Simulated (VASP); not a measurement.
# AlNi: relaxation of cell and atoms with PBE

AlNi:

```
Al Ni
1.0
     2.89308    0.00000    0.00000
     0.00000    2.89308    0.00000
     0.00000    0.00000    2.89308
Al Ni
1 1
Direct
  0.00155 0.00650 0.01015
  0.49845 0.49350 0.48985
```

* Program: VASP 6.6.1
* Task: relaxation of cell and atoms
* Functional: PBE
* Potentials or basis: VASP PAW PBE potentials, release 64 (Al, Ni)
* Cutoff: 600 eV
* k mesh: 12 × 12 × 12
* Occupations: gaussian, width 0.15 eV
* Spin: no spin polarisation
* Dipole correction: no
* Further INCAR settings: ALGO = Fast; EDIFF = 1e-06; IBRION = 2; EDIFFG = -0.01; NSW = 100; ISIF = 3

```yaml
Relaxed_volume: 12.11 Å³/atom
Relaxed_cell: a = 2.895 Å, b = 2.894 Å, c = 2.892 Å, α = 89.98°, β = 89.99°, γ = 90.00°
Space_group_after_relaxing_to_0.1_Å: Pm-3m (No. 221)
Energy_gained_by_relaxing: 7.1 meV/atom
Ionic_steps: 6
Pressure_after_relaxing: -0.1 GPa
Band_gap_on_the_k_mesh: zero (an odd number of electrons rules out a gap without spin polarisation)
```

The path:
```
step  energy change (eV)  largest force (eV/Å)  pressure (GPa)  volume (Å³)
   1              0.0000                0.4028           -0.19        24.21
   2             -0.0112                0.1785            0.51        24.16
   3             -0.0138                0.0027            0.73        24.12
   4             -0.0138                0.0133            0.37        24.13
   5             -0.0141                0.0035           -0.13        24.24
   6             -0.0141                0.0005           -0.11        24.23
```

Final structure:
```xyz
2
Lattice="2.8948 0.0001 0.0001 0.0001 2.8938 0.0006 0.0001 0.0006 2.8923" Properties=species:S:1:pos:R:3 pbc="T T T"
Al    2.8949    2.8939    0.0007
Ni    1.4476    1.4473    1.4465
```

Levels at points of the mesh, in eV from the Fermi level:
```
           k point  band 4  band 5  band 6  band 7  band 8  band 9  band 10
(0.00, 0.00, 0.00)   -1.54   -1.54   -1.54    5.40    5.41    5.43     8.06
(0.50, 0.00, 0.00)   -2.24   -2.23   -1.46   -0.67    8.23    9.92     9.94
(0.00, 0.50, 0.00)   -2.24   -2.23   -1.46   -0.67    8.23    9.91     9.94
(0.00, 0.00, 0.50)   -2.24   -2.23   -1.46   -0.66    8.24    9.92     9.93
(0.50, 0.50, 0.00)   -2.88   -2.06   -2.06   -1.03    1.43    2.37    12.11
(0.00, 0.50, 0.50)   -2.87   -2.07   -2.07   -1.03    1.43    2.38    12.09
(0.50, 0.00, 0.50)   -2.87   -2.06   -2.06   -1.03    1.43    2.38    12.10
(0.50, 0.50, 0.50)   -1.00   -1.00    1.99    1.99    1.99    3.55     4.35
```

Wall time 16 min on 1 thread of Intel Xeon 8259CL, with other jobs on the host, peak memory 0.43 GiB.

Spin polarisation is off, so any magnetic state and its effect on volume and gap are missing.
